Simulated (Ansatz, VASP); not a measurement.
# CO2: VASP beside Ansatz

The input INCAR:

```
SYSTEM = CO2
PREC = Accurate
ENCUT = 520
EDIFF = 1E-6
ISMEAR = 0
SIGMA = 0.05
LREAL = .False.
LASPH = .True.
NELM = 100
ALGO = Normal
ISIF = 2
LWAVE = .False.
LCHARG = .True.
GGA = PE
LELF = .True.
LVHAR = .True.
NBANDS = 44
```

The input KPOINTS:

```
regular mesh
0
Gamma
  4 4 4
  0 0 0
```

Contents of POSCAR:

```
CO2
1.0
    5.6921071365      0.0000000000      0.0000000000
    0.0000000000      5.6921071365      0.0000000000
    0.0000000000      0.0000000000      6.4218352714
C O
4 8
Direct
    0.0000000000      0.0000000000      0.0000000000
    0.5000000000      0.0000000000      0.5000000000
    0.5000000000      0.5000000000      0.0000000000
    0.0000000000      0.5000000000      0.5000000000
    0.1114834447      0.1114834447      0.1114834447
    0.3885165553      0.8885165553      0.6114834447
    0.6114834447      0.3885165553      0.8885165553
    0.8885165553      0.6114834447      0.3885165553
    0.8885165553      0.8885165553      0.8885165553
    0.6114834447      0.1114834447      0.3885165553
    0.3885165553      0.6114834447      0.1114834447
    0.1114834447      0.3885165553      0.6114834447
```

Input for Ansatz:

```yaml
crystal:
  lattice:
    - [5.6921071365, 0.0, 0.0]
    - [0.0, 5.6921071365, 0.0]
    - [0.0, 0.0, 6.4218352714]
  atoms:
    - { symbol: C, position: [0.0, 0.0, 0.0] }
    - { symbol: C, position: [0.5, 0.0, 0.5] }
    - { symbol: C, position: [0.5, 0.5, 0.0] }
    - { symbol: C, position: [0.0, 0.5, 0.5] }
    - { symbol: O, position: [0.1114834447, 0.1114834447, 0.1114834447] }
    - { symbol: O, position: [0.3885165553, 0.8885165553, 0.6114834447] }
    - { symbol: O, position: [0.6114834447, 0.3885165553, 0.8885165553] }
    - { symbol: O, position: [0.8885165553, 0.6114834447, 0.3885165553] }
    - { symbol: O, position: [0.8885165553, 0.8885165553, 0.8885165553] }
    - { symbol: O, position: [0.6114834447, 0.1114834447, 0.3885165553] }
    - { symbol: O, position: [0.3885165553, 0.6114834447, 0.1114834447] }
    - { symbol: O, position: [0.1114834447, 0.3885165553, 0.6114834447] }
basis:
  ecutwfc: 520.0
kpoints:
  mp_grid: { grid: [4, 4, 4] }
hamiltonian:
  xc: pbe
scf:
  occupations: { method: gaussian, width: 0.05 }
output:
  forces: true
  stress: true
  eigenvalues: true
```

Alike in both runs: task single point; functional PBE; k mesh 4 × 4 × 4; occupations gaussian, width 0.05 eV; no spin polarisation.

```csv
,VASP,Ansatz
version,VASP 6.6.1,Ansatz 0.2.0
potentials or method,"VASP PAW PBE potentials, release 64 (C, O), cutoff 520 eV","scalar-relativistic, plane waves, PAW"
valence electrons in the cell,64,64
```

Ansatz gave:

```
gap on the k mesh at the Fermi level (eV)                     : 6.74
least direct gap on the mesh (eV)                             : 6.74
pressure (GPa)                                                : 5.8
traceless stress, the component that is largest in VASP (GPa) : 0.58
rms of the force components (eV/Å)                            : 1.113
```

Q: Which values does VASP return?

A: gap on the k mesh at the Fermi level (eV): 6.73; least direct gap on the mesh (eV): 6.73; pressure (GPa): 7.3; traceless stress, the component that is largest in VASP (GPa): 0.86; rms of the force components (eV/Å): 1.466.

Atom by atom the forces differ by 0.352 eV/Å (rms over components).

Noted on VASP's run: the standard files for N, O and F lose accuracy on very short bonds.
